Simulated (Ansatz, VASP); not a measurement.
**One calculation of W, two programs**

```
W
1.0
     0.00000    2.86638    2.86638
     2.86638    0.00000    2.86638
     2.86638    2.86638    0.00000
W
2
Direct
  0.87500 0.87500 0.87500
  0.12500 0.12500 0.12500
```

Change from the starting cell: volume scaled by 0.95, LAPW.

Alike in both runs: task single point; functional PBE; k mesh 12 × 12 × 12; occupations fermi-dirac, width 0.1 eV; no spin polarisation.

|  | VASP | Ansatz |
| --- | --- | --- |
| version | VASP 6.6.1 | Ansatz 0.2.0 |
| potentials or method | VASP PAW PBE potentials, release 64 (W_sv), cutoff 520 eV | all-electron LAPW, scalar-relativistic |

```tsv
	VASP	Ansatz	Ansatz less VASP
pressure (GPa)	7.5	6.8	-0.71
```

Ansatz ran all-electron here, and VASP with PAW potentials.

Spin-orbit coupling is off throughout.
